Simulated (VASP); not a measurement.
Runs of VASP 6.6.1 on Si4Sn. The structure is that of space group Cmmm (No. 65), or close to it. The cells are those of the table. 

| task | cell | k mesh | cutoff (eV) | gap on the mesh (eV) | pressure (GPa) | largest force (eV/Å) |
| --- | --- | --- | --- | --- | --- | --- |
| single point | a = 5.329, b = 5.329, c = 3.110 Å, angles 90.0, 90.0, 100.4°, 5 atoms | 4 × 4 × 6 | 520 | none | 86.1 | 19.49 |
| single point | a = 5.619, b = 5.619, c = 3.289 Å, angles 90.0, 90.0, 93.3°, 5 atoms | 4 × 4 × 6 | 520 | none | -0.1 | 0.04 |
| single point | a = 5.612, b = 5.612, c = 3.294 Å, angles 90.0, 90.0, 94.1°, 5 atoms | 8 × 8 × 12 | 520 | none | -0.1 | (a) |
| relaxation of cell and atoms | relaxed from a = 5.329, b = 5.329, c = 3.110 Å, angles 90.0, 90.0, 100.4°, 5 atoms | 4 × 4 × 6 | 600 | none | 0.0 | 0.02 |

Alike in all rows: level PBE; potentials or basis VASP PAW PBE potentials, release 64 (Si, Sn_d); no spin polarisation; smearing gaussian 0.1 eV.

**Question.** Estimate the missing entries.

**Answer.** (a) 0.01.

Caveats: spin-orbit coupling is left out, which moves the levels of the heavy elements; forces of over 1 eV/Å act on the atoms, so gaps and moduli don't describe the material at rest (some runs).

A k mesh can miss the band edges, and the runs leave out spin-orbit coupling on Sn.

A gap of «none» marks levels without a gap at the run's occupations.
